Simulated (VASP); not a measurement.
# Ca (P6_3/mmc) in VASP: a series of runs

Runs on Ca. Level: PBE. Tasks: single point.

All numbers are computed with VASP 6.6.1; they aren't measurements. Logs are shortened: lines on timing, memory, paths and dates and some standing lists are left out, and cuts for length are marked.

## Step 1: The cell of the first run

Symmetry: P6_3/mmc, No. 194, hexagonal system. The conventional cell has a = 3.958 Å, b = 3.958 Å, c = 12.869 Å, α = 90.00°, β = 90.00°, γ = 120.00°. Within 5.2 Å of Ca (site symmetry -3m) lie 12 Ca at 3.95 to 3.96 Å. Within 5.2 Å of Ca (site symmetry -6m2) lie 12 Ca at 3.95 to 3.96 Å.

This isn't the form of Ca at room conditions, which is fcc.

## Step 2: Single point, PBE

File INCAR:

```
  PREC = Accurate
  ENCUT = 520
  EDIFF = 1E-6
  ISMEAR = 0
  SIGMA = 0.1
  LREAL = False
  LASPH = True
  NELM = 100
  ALGO = Fast
  ISIF = 2
  LWAVE = False
  LCHARG = False
  GGA = PE
  NBANDS = 28
```

File KPOINTS:

```
regular mesh
0
Gamma
  6 6 2
```

File POSCAR:

```
Ca
1.0
    3.9575547823      0.0000000000      0.0000000000
   -1.9787773911      3.4273429783      0.0000000000
    0.0000000000      0.0000000000     12.8694210400
Ca
4
Direct
    0.0000000000      0.0000000000      0.0000000000
    0.3333333300      0.6666666700      0.2500000000
    0.0000000000      0.0000000000      0.5000000000
    0.6666666700      0.3333333300      0.7500000000
```

Potentials or basis: VASP PAW PBE potentials, release 64 (Ca_sv).

Run with:

```console
> cat potpaw_PBE.64/Ca_sv/POTCAR > POTCAR
> mpirun -np 1 vasp_std > vasp.out
```

OUTCAR:

```text
PREC = Accurate
   ENCUT = 520
   EDIFF = 1E-6
   ISMEAR = 0
   LREAL = False
   LASPH = True
   NELM = 100
   ISIF = 2
   GGA = PE

 ion  position               nearest neighbor table
   1  0.000  0.000  0.000-
   2  0.333  0.667  0.250-
   3  0.000  0.000  0.500-
   4  0.667  0.333  0.750-

  LATTYP: Found a hexagonal cell.
 ALAT       =     3.9575547823
 C/A-ratio  =     3.2518617550

  Lattice vectors:

 A1 = (   3.9575547823,   0.0000000000,   0.0000000000)
 A2 = (  -1.9787773911,   3.4273429783,   0.0000000000)
 A3 = (   0.0000000000,   0.0000000000,  12.8694210400)

Analysis of symmetry for initial positions (statically):
=====================================================================
 Subroutine PRICEL returns:
 Original cell was already a primitive cell.

 Routine SETGRP: Setting up the symmetry group for a
 hexagonal supercell.

 Subroutine GETGRP returns: Found 24 space group operations
 (whereof 12 operations were pure point group operations)
 out of a pool of 24 trial point group operations.

The static configuration has the point symmetry D_3d.
 The point group associated with its full space group is D_6h.

Analysis of symmetry for dynamics (positions and initial velocities):
=====================================================================
 Subroutine PRICEL returns:
 Original cell was already a primitive cell.

 Routine SETGRP: Setting up the symmetry group for a
 hexagonal supercell.

 Subroutine GETGRP returns: Found 24 space group operations
 (whereof 12 operations were pure point group operations)
 out of a pool of 24 trial point group operations.

The dynamic configuration has the point symmetry D_3d.
 The point group associated with its full space group is D_6h.

 Subroutine INISYM returns: Found 24 space group operations
 (whereof 12 operations are pure point group operations),
 and found     1 'primitive' translations

----------------------------------------------------------------------------------------

                                     Primitive cell

  volume of cell :     174.5595

  direct lattice vectors                    reciprocal lattice vectors
     3.957554782  0.000000000  0.000000000     0.252681278  0.145885604  0.000000000
    -1.978777391  3.427342978  0.000000000     0.000000000  0.291771208  0.000000000
     0.000000000  0.000000000 12.869421040     0.000000000  0.000000000  0.077703573

  length of vectors
     3.957554782  3.957554782 12.869421040     0.291771208  0.291771208  0.077703573

  position of ions in fractional coordinates (direct lattice)
     0.000000000  0.000000000  0.000000000
     0.333333330  0.666666670  0.250000000
     0.000000000  0.000000000  0.500000000
     0.666666670  0.333333330  0.750000000

  ion indices of the primitive-cell ions
   primitive index   ion index
                 1           1
                 2           2
                 3           3
                 4           4

----------------------------------------------------------------------------------------

 KPOINTS: regular mesh

Automatic generation of k-mesh.
 Grid dimensions read from file:
 generate k-points for:    6    6    2

 Generating k-lattice:

  Cartesian coordinates                     Fractional coordinates (reciprocal lattice)
     0.042113546  0.024314267  0.000000000     0.166666667  0.000000000  0.000000000
     0.000000000  0.048628535  0.000000000     0.000000000  0.166666667  0.000000000
     0.000000000  0.000000000  0.038851787     0.000000000  0.000000000  0.500000000

  Length of vectors
     0.048628535  0.048628535  0.038851787

  Shift w.r.t. Gamma in fractional coordinates (k-lattice)
     0.000000000  0.000000000  0.000000000

 Subroutine IBZKPT returns following result:
 ===========================================

 Found     14 irreducible k-points:

 Following reciprocal coordinates:
            Coordinates               Weight
  0.000000  0.000000  0.000000      1.000000
  0.166667  0.000000  0.000000      6.000000
  0.333333  0.000000  0.000000      6.000000
  0.500000  0.000000  0.000000      3.000000
  0.166667  0.166667  0.000000      6.000000
  0.333333  0.166667  0.000000     12.000000
  0.333333  0.333333  0.000000      2.000000
  0.000000  0.000000  0.500000      1.000000
  0.166667  0.000000  0.500000      6.000000
  0.333333  0.000000  0.500000      6.000000
  0.500000  0.000000  0.500000      3.000000
  0.166667  0.166667  0.500000      6.000000
  0.333333  0.166667  0.500000     12.000000
  0.333333  0.333333  0.500000      2.000000
   k-points           NKPTS =     14   k-points in BZ     NKDIM =     14   number of bands    NBANDS=     28
   number of dos      NEDOS =    301   number of ions     NIONS =      4
   total plane-waves  NPLWV =  86400
   dimension x,y,z NGX =    30 NGY =   30 NGZ =   96
   dimension x,y,z NGXF=    60 NGYF=   60 NGZF=  192
   ions per type =               4
   NGX,Y,Z   is equivalent  to a cutoff of  12.60, 12.60, 12.40 a.u.
   NGXF,Y,Z  is equivalent  to a cutoff of  25.20, 25.20, 24.80 a.u.
 SYSTEM =  unknown system
   PREC   = accura    normal or accurate (medium, high low for compatibility)
   ISTART =      0    job   : 0-new  1-cont  2-samecut
   ICHARG =      2    charge: 1-file 2-atom 10-const
   ISPIN  =      1    spin polarized calculation?
   LNONCOLLINEAR =      F non collinear calculations
   LSORBIT =      F    spin-orbit coupling
   LASPH  =      T    aspherical Exc in radial PAW
   ENCUT  =  520.0 eV  38.22 Ry    6.18 a.u.   7.36  7.36 23.93*2*pi/ulx,y,z
   NELM   =    100;   NELMIN=  2; NELMDL= -5     # of ELM steps
   EDIFF  = 0.1E-05   stopping-criterion for ELM
   LREAL  =      F    real-space projection
[... 7 lines left out ...]
   TEBEG  =    0.0;   TEEND  =   0.0 temperature during run
   PSTRESS=    0.0 pullay stress
   NELECT =      40.0000    total number of electrons
   NUPDOWN=      -1.0000    fix difference up-down
   EMIN   =  10.00;   EMAX   =-10.00  energy-range for DOS
   EFERMI =   0.00;   METHOD = LEGACY
   ISMEAR =     0;   SIGMA  =   0.10  broadening in eV -4-tet -1-fermi 0-gaus
   EFERMI_NEDOS =   21; number of points for ismear=-14 and -15
   IALGO  =     68    algorithm
   IMIX   =      4    mixing-type and parameters
     AMIX     =   0.40;   BMIX     =  1.00
     AMIX_MAG =   1.60;   BMIX_MAG =  1.00
  volume/ion in A,a.u.               =      43.64       294.50
  Fermi-wavevector in a.u.,A,eV,Ry     =   1.001798  1.893124 13.654807  1.003600
  Thomas-Fermi vector in A             =   2.134244
   LORBIT       =      0    0 simple, 1 ext, 2 COOP (PROOUT), +10 PAW based schemes
   GGA     = PE    functional components
   LHFCALC =     F    Hartree Fock is set to
   AEXX    =    0.0000 exact exchange contribution
   IVDW    =     0    specifies the selected vdW correction
   LEPSILON=     F    determine dielectric tensor
   LRPA    =     F    only Hartree local field effects (RPA)
 non-spin polarized calculation
 RMM-DIIS sequential band-by-band and
 Gauss-broadening in eV      SIGMA  =   0.10
  energy-cutoff  :      520.00
  volume of cell :      174.56
 maximum number of plane-waves:      4764
 NGX is ok and might be reduce to    30
   NGX = 15   NGY = 15   NGZ = 47

 number of electron      39.9999994 magnetization

 Free energy of the ion-electron system (eV)
  ---------------------------------------------------
  ext. energy  EPLUGINS =         0.00000000
  ---------------------------------------------------
  free energy    TOTEN  =        -7.66242974 eV

  energy without entropy =       -7.62605490  energy(sigma->0) =       -7.64424232

 E-fermi :   1.8553     XC(G=0):  -7.6314

 val. band max:        1.8539329307   @ k =   0.1667   0.1667   0.0000
 cond. band min:       1.8914846486   @ k =   0.1667   0.1667   0.0000
 fundamental gap:      0.0375517179
 Fermi energy:         1.8552664120

 k-point     1 :       0.0000    0.0000    0.0000
  band No.  band energies     occupation
      1     -40.2522      2.00000
      2     -40.2463      2.00000
      3     -40.2462      2.00000
      4     -40.2404      2.00000
      5     -21.2911      2.00000
      6     -21.2308      2.00000
[... 20 lines left out ...]
     27       4.1713      0.00000
     28       4.2573      0.00000

 k-point     2 :       0.1667    0.0000    0.0000
  band No.  band energies     occupation
      1     -40.2496      2.00000
      2     -40.2445      2.00000
      3     -40.2443      2.00000
      4     -40.2392      2.00000
      5     -21.2808      2.00000
      6     -21.2376      2.00000
[... 20 lines left out ...]
     27       4.1740      0.00000
     28       4.2838      0.00000

 k-point     3 :       0.3333    0.0000    0.0000
  band No.  band energies     occupation
      1     -40.2440      2.00000
      2     -40.2407      2.00000
      3     -40.2406      2.00000
      4     -40.2372      2.00000
      5     -21.2737      2.00000
      6     -21.2733      2.00000
[... 20 lines left out ...]
     27       3.7544      0.00000
     28       3.9828      0.00000

 k-point     4 :       0.5000    0.0000    0.0000
  band No.  band energies     occupation
      1     -40.2407      2.00000
      2     -40.2388      2.00000
      3     -40.2387      2.00000
      4     -40.2368      2.00000
      5     -21.2954      2.00000
      6     -21.2930      2.00000
[... 20 lines left out ...]
     27       3.3700      0.00000
     28       3.9779      0.00000

 k-point     5 :       0.1667    0.1667    0.0000
  band No.  band energies     occupation
      1     -40.2455      2.00000
      2     -40.2416      2.00000
      3     -40.2415      2.00000
      4     -40.2376      2.00000
      5     -21.2633      2.00000
      6     -21.2578      2.00000
[... 20 lines left out ...]
     27       3.9988      0.00000
     28       4.0387      0.00000

 k-point     6 :       0.3333    0.1667    0.0000
  band No.  band energies     occupation
      1     -40.2407      2.00000
      2     -40.2388      2.00000
      3     -40.2387      2.00000
      4     -40.2368      2.00000
      5     -21.2831      2.00000
      6     -21.2809      2.00000
[... 20 lines left out ...]
     27       3.2633      0.00000
     28       3.7244      0.00000

 k-point     7 :       0.3333    0.3333    0.0000
  band No.  band energies     occupation
      1     -40.2379      2.00000
      2     -40.2379      2.00000
      3     -40.2377      2.00000
      4     -40.2377      2.00000
      5     -21.2713      2.00000
      6     -21.2629      2.00000
[... 20 lines left out ...]
     27       2.8680      0.00000
     28       3.2828      0.00000

 k-point     8 :       0.0000    0.0000    0.5000
  band No.  band energies     occupation
      1     -40.2504      2.00000
      2     -40.2504      2.00000
      3     -40.2421      2.00000
      4     -40.2421      2.00000
      5     -21.2733      2.00000
      6     -21.2733      2.00000
[... 20 lines left out ...]
     27       4.1329      0.00000
     28       4.2135      0.00000

 k-point     9 :       0.1667    0.0000    0.5000
  band No.  band energies     occupation
      1     -40.2481      2.00000
      2     -40.2481      2.00000
      3     -40.2407      2.00000
      4     -40.2407      2.00000
      5     -21.2677      2.00000
      6     -21.2677      2.00000
[... 20 lines left out ...]
     27       4.1167      0.00000
     28       4.3172      0.00000

 k-point    10 :       0.3333    0.0000    0.5000
  band No.  band energies     occupation
      1     -40.2430      2.00000
      2     -40.2430      2.00000
      3     -40.2382      2.00000
      4     -40.2382      2.00000
      5     -21.2725      2.00000
      6     -21.2725      2.00000
[... 20 lines left out ...]
     27       3.8266      0.00000
     28       3.8313      0.00000

 k-point    11 :       0.5000    0.0000    0.5000
  band No.  band energies     occupation
      1     -40.2401      2.00000
      2     -40.2401      2.00000
      3     -40.2374      2.00000
      4     -40.2374      2.00000
      5     -21.2899      2.00000
      6     -21.2899      2.00000
[... 20 lines left out ...]
     27       3.7252      0.00000
     28       3.7262      0.00000

 k-point    12 :       0.1667    0.1667    0.5000
  band No.  band energies     occupation
      1     -40.2443      2.00000
      2     -40.2443      2.00000
      3     -40.2388      2.00000
      4     -40.2388      2.00000
      5     -21.2649      2.00000
      6     -21.2649      2.00000
[... 20 lines left out ...]
     27       3.8580      0.00000
     28       3.8604      0.00000

 k-point    13 :       0.3333    0.1667    0.5000
  band No.  band energies     occupation
      1     -40.2401      2.00000
      2     -40.2401      2.00000
      3     -40.2374      2.00000
      4     -40.2374      2.00000
      5     -21.2784      2.00000
      6     -21.2784      2.00000
[... 20 lines left out ...]
     27       3.4916      0.00000
     28       3.4919      0.00000

 k-point    14 :       0.3333    0.3333    0.5000
  band No.  band energies     occupation
      1     -40.2379      2.00000
      2     -40.2379      2.00000
      3     -40.2377      2.00000
      4     -40.2377      2.00000
      5     -21.2693      2.00000
      6     -21.2693      2.00000
[... 20 lines left out ...]
     27       2.9250      0.00000
     28       2.9250      0.00000

------------------------ aborting loop because EDIFF is reached ----------------------------------------

  FORCE on cell =-STRESS in cart. coord.  units (eV):
  Direction    XX          YY          ZZ          XY          YZ          ZX
  --------------------------------------------------------------------------------------
  -------------------------------------------------------------------------------------
  Total       -0.7536573     -0.7536573     -0.1953182     -0.0000000      0.0000000      0.0000000
  in kB       -6.9173698     -6.9173698     -1.7927093     -0.0000000      0.0000000      0.0000000
  external PRESSURE =      -5.2091496 kB  Pullay stress =       0.0000000 kB

 VOLUME and BASIS-vectors are now :
 -----------------------------------------------------------------------------
  energy-cutoff  :      520.00
  volume of cell :      174.56
      direct lattice vectors                 reciprocal lattice vectors
     3.957554782  0.000000000  0.000000000     0.252681278  0.145885604  0.000000000
    -1.978777391  3.427342978  0.000000000     0.000000000  0.291771208  0.000000000
     0.000000000  0.000000000 12.869421040     0.000000000  0.000000000  0.077703573

 POSITION                                       TOTAL-FORCE (eV/Angst)
 -----------------------------------------------------------------------------------
      0.00000      0.00000      0.00000         0.000000      0.000000      0.000000
     -0.00000      2.28490      3.21736         0.000000     -0.000000     -0.000000
      0.00000      0.00000      6.43471         0.000000      0.000000      0.000000
      1.97878      1.14245      9.65207        -0.000000      0.000000      0.000000
 -----------------------------------------------------------------------------------
    total drift:                                0.000000     -0.000000      0.000000

  FREE ENERGIE OF THE ION-ELECTRON SYSTEM (eV)
  ---------------------------------------------------
  free  energy   TOTEN  =        -7.6624297427 eV

  energy  without entropy=       -7.6260548981  energy(sigma->0) =       -7.64424232
```

Wall time 1.8 min (1 thread of Intel Xeon Platinum 8488C (Sapphire Rapids), shared host); peak memory 0.29 GiB.

Results:

| Quantity | Value |
| --- | --- |
| Free energy | -7.6624 eV |
| Pressure | -0.5 GPa |
| Band gap on the k mesh | zero (bands 20 and 21 overlap by 0.40 eV) |

Levels at points of the mesh, in eV from the Fermi level:
| k point | band 18 | band 19 | band 20 | band 21 | band 22 | band 23 |
| --- | --- | --- | --- | --- | --- | --- |
| (0.00, 0.00, 0.00) | -2.99 | -2.99 | -0.99 | -0.19 | 1.39 | 1.41 |
| (0.50, 0.00, 0.00) | -0.84 | -0.66 | -0.55 | -0.03 | 0.05 | 0.47 |
| (0.00, 0.00, 0.50) | -3.73 | -1.91 | -1.91 | 0.57 | 0.57 | 2.03 |
| (0.50, 0.00, 0.50) | -0.96 | -0.64 | -0.64 | 0.07 | 0.07 | 0.47 |

## Step 3: Single point, PBE

This run uses another cell than the first one, of 42.23 Å³/atom.

File INCAR:

```
PREC = Accurate ; ENCUT = 520
EDIFF = 1E-7 ; ISMEAR = 0
SIGMA = 0.1 ; LREAL = False
LASPH = True ; NELM = 100
ALGO = Fast ; ISIF = 2
LWAVE = False ; LCHARG = False
GGA = PE ; NBANDS = 28
```

File KPOINTS:

```
Automatic mesh
0
Gamma
  12 12 4
```

File POSCAR:

```
Ca
1.0
    3.9022065300      0.0000000000      0.0000000000
   -1.9511032650      3.3794099858      0.0000000000
    0.0000000000      0.0000000000     12.8085574307
Ca
4
Direct
    0.0000000000      0.0000000000      0.0000000000
    0.3333333333      0.6666666667      0.2500000000
    0.0000000000      0.0000000000      0.5000000000
    0.6666666667      0.3333333333      0.7500000000
```

Potentials or basis: VASP PAW PBE potentials, release 64 (Ca_sv).

Run with:

```console
> cat potpaw_PBE.64/Ca_sv/POTCAR > POTCAR
> mpirun -np 1 vasp_std > vasp.out
```

It took 8.5 min on 1 thread of Intel Xeon Platinum 8488C (Sapphire Rapids), shared host; peak memory 0.4 GiB.

Results (log left out):

* Free energy: -7.7169 eV
* Pressure: 0.0 GPa
* Band gap on the k mesh: zero (bands 20 and 21 overlap by 0.46 eV)

Levels at points of the mesh, in eV from the Fermi level:
| k point | band 17 | band 18 | band 19 | band 20 | band 21 | band 22 | band 23 | band 24 |
| --- | --- | --- | --- | --- | --- | --- | --- | --- |
| (0.00, 0.00, 0.00) | -4.07 | -3.05 | -3.05 | -1.05 | -0.22 | 1.36 | 1.38 | 2.21 |
| (0.50, 0.00, 0.00) | -1.08 | -0.84 | -0.69 | -0.58 | -0.03 | 0.07 | 0.44 | 0.44 |
| (0.00, 0.00, 0.50) | -3.80 | -3.80 | -1.96 | -1.96 | 0.54 | 0.54 | 2.01 | 2.01 |
| (0.50, 0.00, 0.50) | -0.97 | -0.97 | -0.65 | -0.65 | 0.06 | 0.06 | 0.45 | 0.45 |

## Step 4: Single point, PBE

This run uses another cell than the first one, of 42.23 Å³/atom.

File INCAR:

```
  PREC = Accurate
  ENCUT = 520
  EDIFF = 1E-6
  ISMEAR = 0
  SIGMA = 0.1
  LREAL = False
  LASPH = True
  NELM = 100
  ALGO = Fast
  ISIF = 2
  LWAVE = False
  LCHARG = True
  GGA = PE
  LELF = True
  LVHAR = True
  NBANDS = 28
```

File KPOINTS:

```
regular mesh
0
Gamma
  12 12 4
```

POSCAR is that of step 3.

Run with:

```console
> cat potpaw_PBE.64/Ca_sv/POTCAR > POTCAR
> mpirun -np 1 vasp_std > vasp.out
```

Run time: 6.1 min. Hardware: 1 thread of Intel Xeon Platinum 8259CL at 2.50GHz (Skylake/Cascade Lake), shared host; peak memory 0.4 GiB.

It converged, with:

```
Free energy            : -7.7169 eV
Pressure               : 0.0 GPa
Band gap on the k mesh : zero (bands 20 and 21 overlap by 0.46 eV)
```

Levels at points of the mesh, in eV from the Fermi level:
```csv
k point,band 16,band 17,band 18,band 19,band 20,band 21,band 22,band 23,band 24,band 25
"(0.00, 0.00, 0.00)",-22.96,-4.07,-3.05,-3.05,-1.05,-0.22,1.36,1.38,2.21,2.23
"(0.50, 0.00, 0.00)",-22.99,-1.08,-0.84,-0.69,-0.58,-0.03,0.07,0.44,0.44,1.18
"(0.00, 0.00, 0.50)",-22.97,-3.80,-3.80,-1.96,-1.96,0.54,0.54,2.01,2.01,2.27
"(0.50, 0.00, 0.50)",-22.99,-0.97,-0.97,-0.65,-0.65,0.06,0.06,0.45,0.45,1.12
```

## Step 5: The runs side by side

| cell | k mesh | further INCAR settings | gap on the mesh (eV) | pressure (GPa) |
| --- | --- | --- | --- | --- |
| a = 3.958, b = 3.958, c = 12.869 Å, angles 90.0, 90.0, 120.0°, 4 atoms | 6 × 6 × 2 | ALGO = Fast; EDIFF = 1e-06; NBANDS = 28 | none | -0.5 |
| a = 3.902, b = 3.902, c = 12.809 Å, angles 90.0, 90.0, 120.0°, 4 atoms | 12 × 12 × 4 | ALGO = Fast; EDIFF = 1e-07; NBANDS = 28 | none | 0.0 |
| a = 3.902, b = 3.902, c = 12.809 Å, angles 90.0, 90.0, 120.0°, 4 atoms | 12 × 12 × 4 | ALGO = Fast; EDIFF = 1e-06; NBANDS = 28 | none | 0.0 |

Alike in all rows: task single point; level PBE; potentials or basis VASP PAW PBE potentials, release 64 (Ca_sv); no spin polarisation; cutoff (eV) 520; smearing gaussian 0.1 eV.

Absolute energies hang on the potentials; compare differences alone.
